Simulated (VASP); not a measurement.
# TaN in VASP: a series of runs

The runs below take TaN through relaxation of cell and atoms, single point, with PBE.

Everything below comes from runs of VASP 6.6.1. Logs are shortened: lines on timing, memory, paths and dates and some standing lists are left out, and cuts for length are marked.

### 1 The cell of the first run

The cell holds a disordered packing, 16 atoms: a = 5.917 Å, b = 5.654 Å, c = 5.524 Å, α = 94.50°, β = 89.17°, γ = 87.23°.

### 2 Relaxation of cell and atoms, PBE

INCAR

```
SYSTEM = TaN
ALGO     = Normal         ! electronic algorithm
EDIFF    = 1E-7           ! SCF threshold, eV
EDIFFG   = -0.04          ! ionic threshold
ENCUT    = 600            ! plane-wave cutoff, eV
GGA      = PE             ! functional
IBRION   = 2              ! ionic algorithm
ISIF     = 3              ! what is computed and relaxed
ISMEAR   = 0              ! smearing method
ISYM     = 0            
LASPH    = .True.         ! aspherical terms in the spheres
LCHARG   = .False.        ! write CHGCAR
LREAL    = Auto         
LWAVE    = .False.        ! write WAVECAR
NELM     = 60             ! most SCF steps
NSW      = 90             ! ionic steps
PREC     = Accurate       ! precision mode
SIGMA    = 0.1            ! smearing width, eV
```

KPOINTS

```
Automatic mesh
0
Gamma
  2 2 3
  0.5 0.5 0
```

POSCAR

```
TaN
1.0
    5.9152850000      0.1408810000      0.0440940000
    0.1408810000      5.6478040000     -0.2198280000
    0.0440940000     -0.2198280000      5.5198490000
Ta N
8 8
Direct
    0.4679919263      0.1504862367      0.1512998759
    0.2451203428      0.2504809330      0.7069128699
    0.6155024416      0.8406969432      0.7527965513
    0.5256050456      0.6560270091      0.2830509625
    0.9492265458      0.3235370246      0.1856314027
    0.0430976457      0.7966654344      0.1316588084
    0.1065498947      0.7601277268      0.6091990134
    0.7360455717      0.3274293599      0.6875568070
    0.0818180743      0.0791774184      0.4252977598
    0.7580719637      0.5936627525      0.9873345693
    0.8226300340      0.6597925972      0.4518446555
    0.2711493346      0.9397285206      0.8946562700
    0.2448821318      0.4653708041      0.0651835834
    0.7722468193      0.0999602134      0.9786128381
    0.5555721263      0.0426081491      0.4857806152
    0.4185453601      0.5319874519      0.6134502673
```

Potentials or basis: VASP PAW PBE potentials, release 64 (Ta_pv, N).

Started as:

```
$ cat potpaw_PBE.64/Ta_pv/POTCAR potpaw_PBE.64/N/POTCAR > POTCAR
$ mpirun -np 1 vasp_std > vasp.out
```

OUTCAR:

```text
SYSTEM = TaN
   EDIFF = 1E-7
   EDIFFG = -0.04
   ENCUT = 600
   GGA = PE
   IBRION = 2
   ISIF = 3
   ISMEAR = 0
   ISYM = 0
   LASPH = .True.
   LREAL = Auto
   NELM = 60
   NSW = 90
   PREC = Accurate

 ion  position               nearest neighbor table
   1  0.468  0.150  0.151-  14 2.02  15 2.06  12 2.17  13 2.25   3 2.80   2 2.89   4 2.93   4 2.95
                             5 3.06   5 3.17   8 3.24   6 3.29   2 3.32   8 3.48
   2  0.245  0.250  0.707-  16 2.03   9 2.05  12 2.11  13 2.24  15 2.40   1 2.89   7 2.94   8 2.96
                             8 3.03   7 3.05   3 3.14   5 3.14   1 3.32   5 3.43
   3  0.616  0.841  0.753-  15 1.96  14 2.11  10 2.13  12 2.20  11 2.21  16 2.24   4 2.79   1 2.80
                             8 2.92   8 2.95   7 3.00   2 3.14   7 3.17   4 3.23   6 3.32
   4  0.526  0.656  0.283-  11 2.00  16 2.11  10 2.12  13 2.32  15 2.39   3 2.79   1 2.93   1 2.95
                             7 3.05   6 3.07   5 3.07   3 3.23   8 3.24   6 3.31
   5  0.949  0.324  0.186-  14 1.98  13 2.08   9 2.12  10 2.22  11 2.39   6 2.80   6 2.99   8 3.03
                             8 3.04   1 3.06   4 3.07   2 3.14   1 3.17   2 3.43   7 3.44
   6  0.043  0.797  0.132-  12 2.10  13 2.18   9 2.21  10 2.21  11 2.38  14 2.49   7 2.69   5 2.80
                             7 2.90   5 2.99   4 3.07   1 3.29   4 3.31   3 3.32
   7  0.107  0.760  0.609-  11 1.99  12 2.09   9 2.14  16 2.20   6 2.69   6 2.90   2 2.94   3 3.00
                             2 3.05   4 3.05   3 3.17   8 3.41   5 3.44
   8  0.736  0.327  0.688-  14 2.14  10 2.16  15 2.21  16 2.22  11 2.44   3 2.92   3 2.95   2 2.96
                             2 3.03   5 3.03   5 3.04   4 3.24   1 3.24   7 3.41   1 3.48
   9  0.082  0.079  0.425-   2 2.05   5 2.12   7 2.14   6 2.21
  10  0.758  0.594  0.987-   4 2.12   3 2.13   8 2.16   6 2.21   5 2.22
  11  0.823  0.660  0.452-   7 1.99   4 2.00   3 2.21   6 2.38   5 2.39   8 2.44
  12  0.271  0.940  0.895-   7 2.09   6 2.10   2 2.11   1 2.17   3 2.20
  13  0.245  0.465  0.065-   5 2.08   6 2.18   2 2.24   1 2.25   4 2.32
  14  0.772  0.100  0.979-   5 1.98   1 2.02   3 2.11   8 2.14   6 2.49
  15  0.556  0.043  0.486-   3 1.96   1 2.06   8 2.21   4 2.39   2 2.40
  16  0.419  0.532  0.613-   2 2.03   4 2.11   7 2.20   8 2.22   3 2.24

IMPORTANT INFORMATION: All symmetrisations will be switched off!
NOSYMM: (Re-)initialisation of all symmetry stuff for point group C_1.

----------------------------------------------------------------------------------------

                                     Primitive cell

  volume of cell :     184.0000

  direct lattice vectors                    reciprocal lattice vectors
     5.915285000  0.140881000  0.044094000     0.169166816 -0.004278993 -0.001521760
     0.140881000  5.647804000 -0.219828000    -0.004278993  0.177443090  0.007100853
     0.044094000 -0.219828000  5.519849000    -0.001521760  0.007100853  0.181459324

  length of vectors
     5.917126699  5.653836028  5.524400566     0.169227767  0.177636658  0.181604582

  position of ions in fractional coordinates (direct lattice)
     0.467991926  0.150486237  0.151299876
     0.245120343  0.250480933  0.706912870
     0.615502442  0.840696943  0.752796551
     0.525605046  0.656027009  0.283050962
[... 100 lines left out ...]
   EFERMI_NEDOS =   21; number of points for ismear=-14 and -15
   IALGO  =     38    algorithm
   IMIX   =      4    mixing-type and parameters
     AMIX     =   0.40;   BMIX     =  1.00
     AMIX_MAG =   1.60;   BMIX_MAG =  1.00
  volume/ion in A,a.u.               =      11.50        77.61
  Fermi-wavevector in a.u.,A,eV,Ry     =   1.450571  2.741181 28.628765  2.104155
  Thomas-Fermi vector in A             =   2.568167
   LORBIT       =      0    0 simple, 1 ext, 2 COOP (PROOUT), +10 PAW based schemes
   GGA     = PE    functional components
   LHFCALC =     F    Hartree Fock is set to
   AEXX    =    0.0000 exact exchange contribution
   IVDW    =     0    specifies the selected vdW correction
   LEPSILON=     F    determine dielectric tensor
   LRPA    =     F    only Hartree local field effects (RPA)
 conjugate gradient relaxation of ions
 non-spin polarized calculation
 Gauss-broadening in eV      SIGMA  =   0.10
  energy-cutoff  :      600.00
  volume of cell :      184.00
 maximum number of plane-waves:      6148
   NGX = 23   NGY = 23   NGZ = 23

--------------------------------------- Ionic step        1  -------------------------------------------

 number of electron     128.0000002 magnetization

 Free energy of the ion-electron system (eV)
  ---------------------------------------------------
  ext. energy  EPLUGINS =         0.00000000
  ---------------------------------------------------
  free energy    TOTEN  =      -171.30484920 eV

  energy without entropy =     -171.25190522  energy(sigma->0) =     -171.27837721

------------------------ aborting loop because EDIFF is reached ----------------------------------------

  FORCE on cell =-STRESS in cart. coord.  units (eV):
  Direction    XX          YY          ZZ          XY          YZ          ZX
  --------------------------------------------------------------------------------------
  -------------------------------------------------------------------------------------
  Total        7.2916884     13.4137962     20.2121025      4.0325718     -3.1261856     -1.1301076
  in kB       63.4922568    116.8004106    175.9965509     35.1135525    -27.2212095     -9.8403934
  external PRESSURE =     118.7630727 kB  Pullay stress =       0.0000000 kB
[... 131 lines left out ...]
  FREE ENERGIE OF THE ION-ELECTRON SYSTEM (eV)
  ---------------------------------------------------
  free  energy   TOTEN  =      -172.1432772858 eV

  energy  without entropy=     -172.0920790805  energy(sigma->0) =     -172.11767818

[... ionic steps 4 to 77 ...]

--------------------------------------- Ionic step       78  -------------------------------------------

 number of electron     128.0000004 magnetization

------------------------ aborting loop because EDIFF is reached ----------------------------------------
[... 95 lines left out ...]
--------------------------------------- Ionic step       80  -------------------------------------------

 number of electron     128.0000005 magnetization

 Free energy of the ion-electron system (eV)
  ---------------------------------------------------
  ext. energy  EPLUGINS =         0.00000000
  ---------------------------------------------------
  free energy    TOTEN  =      -173.85207254 eV

  energy without entropy =     -173.85056228  energy(sigma->0) =     -173.85131741

 E-fermi :   7.5099     XC(G=0): -12.8016

 val. band max:        7.3301008480   @ k =   0.2500  -0.2500   0.3333
 cond. band min:       7.6781765518   @ k =  -0.2500   0.2500   0.3333
 fundamental gap:      0.3480757039
 Fermi energy:         7.5098972162

 k-point     1 :       0.2500    0.2500   -0.0000
  band No.  band energies     occupation
      1     -28.3562      2.00000
      2     -28.2826      2.00000
      3     -28.1368      2.00000
      4     -28.0738      2.00000
      5     -28.0399      2.00000
      6     -28.0124      2.00000
[... 506 lines left out ...]
  FREE ENERGIE OF THE ION-ELECTRON SYSTEM (eV)
  ---------------------------------------------------
  free  energy   TOTEN  =      -173.8520725443 eV

  energy  without entropy=     -173.8505622786  energy(sigma->0) =     -173.85131741

 reached required accuracy - stopping structural energy minimisation
```

Wall time 90 min (1 thread of Intel Xeon 6975P-C (Granite Rapids), shared host); peak memory 0.4 GiB.

What came out:

* Free energy: -173.8521 eV
* Relaxed volume: 11.73 Å³/atom
* Relaxed cell: a = 6.053 Å, b = 5.730 Å, c = 5.592 Å, α = 101.73°, β = 95.00°, γ = 81.80°
* Space group after relaxing (to 0.1 Å): P1 (No. 1)
* Energy gained by relaxing: 159.2 meV/atom
* Ionic steps: 80
* Pressure after relaxing: 0.2 GPa
* Largest force after relaxing: 0.033 eV/Å
* Band gap on the k mesh: 0.35 eV (least direct gap 0.40 eV)

Forces in eV/Å, atoms in the order of the input:
```
Ta   0.019  0.014 -0.004
Ta  -0.009  0.009 -0.012
Ta  -0.014 -0.018  0.016
Ta  -0.014  0.020  0.006
Ta   0.016 -0.011 -0.004
Ta   0.004  0.006  0.000
Ta   0.009 -0.001 -0.008
Ta  -0.013 -0.007 -0.004
N    0.001 -0.006  0.005
N    0.008 -0.018 -0.012
N   -0.012  0.009  0.004
N    0.012 -0.018  0.025
N   -0.001  0.001  0.010
N   -0.016  0.006  0.002
N   -0.011 -0.007 -0.011
N    0.019  0.023 -0.014
```

The path:
| step | energy change (eV) | largest force (eV/Å) | pressure (GPa) | volume (Å³) |
| --- | --- | --- | --- | --- |
| 1 | 0.0000 | 2.7708 | 11.88 | 184.00 |
| 3 | -0.8384 | 1.2214 | -6.42 | 193.97 |
| 5 | -1.3441 | 1.5052 | 1.53 | 188.24 |
| 7 | -1.7126 | 0.9878 | 0.39 | 188.52 |
| 9 | -1.8772 | 0.6202 | -1.71 | 189.59 |
| 11 | -1.9614 | 0.6077 | 2.54 | 186.84 |
| 13 | -2.0275 | 0.4547 | -0.82 | 188.73 |
| 15 | -2.0708 | 0.3559 | 0.36 | 187.69 |
| 17 | -2.0914 | 0.2842 | -0.88 | 188.26 |
| 19 | -2.1030 | 0.2725 | 1.13 | 186.91 |
| 21 | -2.1373 | 0.3518 | 0.45 | 187.14 |
| 23 | -2.1514 | 0.5453 | -0.08 | 187.34 |
| 25 | -2.1957 | 0.5267 | -0.39 | 187.47 |
| 27 | -2.2098 | 0.5875 | -0.53 | 187.54 |
| 29 | -2.2821 | 0.4635 | 1.67 | 186.38 |
| 31 | -2.3252 | 0.4230 | -1.95 | 188.82 |
| 33 | -2.3746 | 0.3728 | 0.18 | 187.75 |
| 35 | -2.4048 | 0.2975 | -0.06 | 187.92 |
| 37 | -2.4219 | 0.1728 | 0.25 | 187.86 |
| 39 | -2.4319 | 0.1164 | -0.77 | 188.56 |
| 41 | -2.4355 | 0.1173 | 0.33 | 187.88 |
| 43 | -2.4383 | 0.0788 | -0.06 | 188.08 |
| 45 | -2.4400 | 0.0595 | 0.01 | 188.02 |
| 47 | -2.4411 | 0.0518 | -0.06 | 188.01 |
| 49 | -2.4419 | 0.0451 | 0.17 | 187.82 |
| 51 | -2.4426 | 0.0568 | -0.29 | 188.09 |
| 53 | -2.4441 | 0.0700 | -0.05 | 187.91 |
| 55 | -2.4452 | 0.1608 | 0.34 | 187.63 |
| 57 | -2.4468 | 0.2194 | 0.41 | 187.56 |
| 59 | -2.4495 | 0.3132 | 0.43 | 187.50 |
| 61 | -2.4535 | 0.4431 | -0.23 | 187.82 |
| 63 | -2.4607 | 0.3884 | -0.10 | 187.73 |
| 65 | -2.4871 | 0.2925 | -0.72 | 187.92 |
| 67 | -2.5140 | 0.2350 | 1.76 | 186.39 |
| 69 | -2.5248 | 0.2795 | 0.53 | 187.22 |
| 71 | -2.5357 | 0.1474 | -0.72 | 188.02 |
| 73 | -2.5406 | 0.1143 | 0.41 | 187.36 |
| 75 | -2.5438 | 0.1027 | -0.14 | 187.74 |
| 77 | -2.5456 | 0.0712 | 0.06 | 187.64 |
| 79 | -2.5468 | 0.0515 | -0.15 | 187.81 |
| 80 | -2.5472 | 0.0333 | 0.17 | 187.63 |

Final structure:
```cif
data_structure
_symmetry_space_group_name_H-M 'P 1'
_symmetry_Int_Tables_number 1
_cell_length_a 6.0535
_cell_length_b 5.7297
_cell_length_c 5.5919
_cell_angle_alpha 101.725
_cell_angle_beta 94.996
_cell_angle_gamma 81.797
_cell_volume 187.63
loop_
_atom_site_label
_atom_site_type_symbol
_atom_site_fract_x
_atom_site_fract_y
_atom_site_fract_z
_atom_site_occupancy
Ta1 Ta 0.47500 0.20518 0.19514 1
Ta2 Ta 0.25675 0.27649 0.69636 1
Ta3 Ta 0.61643 0.82475 0.75445 1
Ta4 Ta 0.51017 0.68680 0.23590 1
Ta5 Ta 0.94557 0.35281 0.21624 1
Ta6 Ta 0.03887 0.80574 0.09060 1
Ta7 Ta 0.12729 0.76424 0.58502 1
Ta8 Ta 0.74302 0.30221 0.67591 1
N1 N 0.01114 0.07937 0.45516 1
N2 N 0.77154 0.59725 0.99126 1
N3 N 0.82499 0.61200 0.49771 1
N4 N 0.31253 0.90999 0.93990 1
N5 N 0.24322 0.46315 0.06000 1
N6 N 0.77995 0.09347 0.98278 1
N7 N 0.52391 0.03231 0.48577 1
N8 N 0.43369 0.51199 0.54807 1
```

Caveat: the k points lie up to 0.56 Å⁻¹ apart in the final cell; the atoms stand as in a frame of molecular dynamics; spin-orbit coupling is left out, which moves the levels of the heavy elements.

### 3 Single point, PBE

INCAR

```
ALGO = Normal
EDIFF = 1E-6
ENCUT = 520
GGA = PE
ISIF = 2
ISMEAR = -1
LASPH = T
LCHARG = T
LELF = T
LREAL = Auto
LVHAR = T
LWAVE = F
NBANDS = 78
NELM = 60
PREC = Accurate
SIGMA = 0.2482
```

KPOINTS

```
k-points
0
Gamma
  4 4 4
```

POSCAR

```
TaN
1.0
    5.9152850000      0.1408810000      0.0440940000
    0.1408810000      5.6478040000     -0.2198280000
    0.0440940000     -0.2198280000      5.5198490000
Ta N
8 8
Direct
    0.4879412508      0.1433193174      0.1564684759
    0.3307344283      0.2745211715      0.6703706829
    0.6602363120      0.8788242696      0.7239538146
    0.4900538019      0.6417598737      0.2530369040
    0.9691601905      0.3724687060      0.1659698937
    0.9737908144      0.8556718505      0.1574841348
    0.1240005099      0.7098378063      0.6868483106
    0.8063512066      0.3151987550      0.6097286654
    0.0380691641      0.0775476064      0.5107252887
    0.8025132077      0.6090053371      0.9458008941
    0.9027935668      0.6631488864      0.4250036297
    0.2340534160      0.9880518713      0.9214454725
    0.2291960902      0.6189835842      0.0343380103
    0.7969040672      0.1430831190      0.9483451278
    0.5399884097      0.9759545299      0.4476622408
    0.4799495288      0.5831737056      0.6029732555
```

Potentials or basis: VASP PAW PBE potentials, release 64 (Ta_pv, N).

Started as:

```
$ cat potpaw_PBE.64/Ta_pv/POTCAR potpaw_PBE.64/N/POTCAR > POTCAR
$ mpirun -np 1 vasp_std > vasp.out
```

Wall time 7.2 min (1 thread of Intel Xeon 6975P-C (Granite Rapids), shared host); peak memory 0.47 GiB.

The run converged. Its results:

| Item | Value |
| --- | --- |
| Free energy | -167.0607 eV |
| Pressure | 21.1 GPa |
| Largest force | 6.558 eV/Å |
| Band gap on the k mesh | zero (bands 64 and 65 overlap by 0.08 eV) |

Forces on the atoms (eV/Å):
```
Ta  -0.586 -0.349 -1.841
Ta  -2.780 -2.397 -0.411
Ta   0.422 -3.777  5.345
Ta   1.348 -0.993 -1.732
Ta   2.067 -0.914 -1.810
Ta   1.329  3.662 -0.525
Ta   2.756  1.800  0.103
Ta  -1.132  3.990  2.576
N    1.601 -0.731 -1.464
N   -0.644 -0.528 -0.759
N   -2.963 -2.408  1.080
N    2.015  4.042  0.326
N   -0.643 -3.489  0.451
N    0.038 -1.199  1.083
N   -2.074  4.099 -3.665
N   -0.753 -0.807  1.243
```

Stress tensor (GPa, compression positive):
```
12.10 -4.01  4.01
-4.01 29.03 -5.39
 4.01 -5.39 22.12
```

Levels at points of the mesh, in eV from the Fermi level:
```csv
k point,band 61,band 62,band 63,band 64,band 65,band 66,band 67,band 68
"(0.00, 0.00, 0.00)",-1.14,-0.65,-0.41,0.03,0.06,0.34,0.47,0.83
"(0.50, 0.00, 0.00)",-1.17,-0.63,-0.29,-0.20,0.36,0.52,0.89,0.95
"(0.00, 0.50, 0.00)",-0.78,-0.46,-0.34,-0.23,0.12,0.29,0.52,0.99
"(0.50, 0.50, 0.00)",-1.05,-0.62,-0.08,0.00,0.19,0.44,0.48,0.77
"(0.00, 0.00, 0.50)",-1.19,-0.78,-0.66,-0.38,0.14,0.69,0.79,1.04
"(0.50, 0.00, 0.50)",-1.23,-0.95,-0.74,-0.11,0.16,0.24,0.63,1.22
"(0.00, 0.50, 0.50)",-0.95,-0.60,-0.45,-0.23,0.06,0.61,0.86,1.00
"(0.50, 0.50, 0.50)",-1.13,-0.77,-0.32,-0.18,0.42,0.64,0.84,1.04
```

Caveat: the atoms stand as in a frame of molecular dynamics; spin-orbit coupling is left out, which moves the levels of the heavy elements.

The gap in the log of VASP goes by the Fermi energy; the results here count the filled bands.